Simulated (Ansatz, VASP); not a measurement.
**KTaO3 in VASP and in Ansatz**

```
K Ta O
1.0
     3.99013    0.00000    0.00000
     0.00000    3.99013    0.00000
     0.00000    0.00000    3.99013
K Ta O
1 1 3
Direct
  0.00000 0.00000 0.00000
  0.50000 0.50000 0.50000
  0.50000 0.50000 0.00000
  0.50000 0.00000 0.50000
  0.00000 0.50000 0.50000
```

Alike in both runs: task single point; functional r2SCAN; k mesh 6 × 6 × 6; non-collinear spin, spin-orbit coupling.

```csv
,VASP,Ansatz
version,VASP 6.6.1,Ansatz 0.2.0
potentials or method,"VASP PAW PBE potentials, release 64 (K_sv, Ta_pv, O)","plane waves, PAW"
plane-wave cutoff (eV),520,500
occupations,"gaussian, width 0.01 eV",fixed
valence electrons in the cell,38,40
```

|  | VASP | Ansatz | Ansatz less VASP |
| --- | --- | --- | --- |
| pressure (GPa) | 1.1 | -0.2 | -1.34 |
| net moment per atom (μB) | 0.00 | 0.00 | 0.000 |

VASP's potentials were made for PBE, not for r2SCAN. VASP's potentials hold 38 valence electrons a cell and Ansatz's 40, so a difference there can come from the potentials and not from the codes.
